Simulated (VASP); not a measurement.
Input of a VASP 6.6.1 run:

File INCAR:

```
SYSTEM = Ag
PREC = Accurate ; ENCUT = 600
EDIFF = 1E-6 ; ISMEAR = 0
SIGMA = 0.1 ; LREAL = .FALSE.
LASPH = .TRUE. ; NELM = 60
ALGO = Fast ; ISIF = 3
LWAVE = .FALSE. ; LCHARG = .FALSE.
GGA = PE ; IBRION = 2
NSW = 100 ; EDIFFG = -0.005
```

File KPOINTS:

```
Automatic mesh
0
G
  18 18 18
  0 0 0
```

POSCAR

```
Ag
1.0
    0.0000000000      2.0521781800      2.0521781800
    2.0521781800      0.0000000000      2.0521781800
    2.0521781800      2.0521781800      0.0000000000
Ag
1
Direct
    0.0000000000      0.0000000000      0.0000000000
```

Potentials or basis: VASP PAW PBE potentials, release 64 (Ag).

Launch:

```sh
$ cat potpaw_PBE.64/Ag/POTCAR > POTCAR
$ mpirun -np 1 vasp_std > vasp.out
```

Estimate the relaxed cell.

a = 2.931 Å, b = 2.931 Å, c = 2.931 Å, α = 60.00°, β = 60.00°, γ = 60.00°.

Estimate the space group after relaxing (to 0.05 Å).

Fm-3m (No. 225).

Final structure:
```xyz
1
Lattice="0.0000 2.0723 2.0723 2.0723 0.0000 2.0723 2.0723 2.0723 0.0000" Properties=species:S:1:pos:R:3 pbc="T T T"
Ag    0.0000    0.0000    0.0000
```
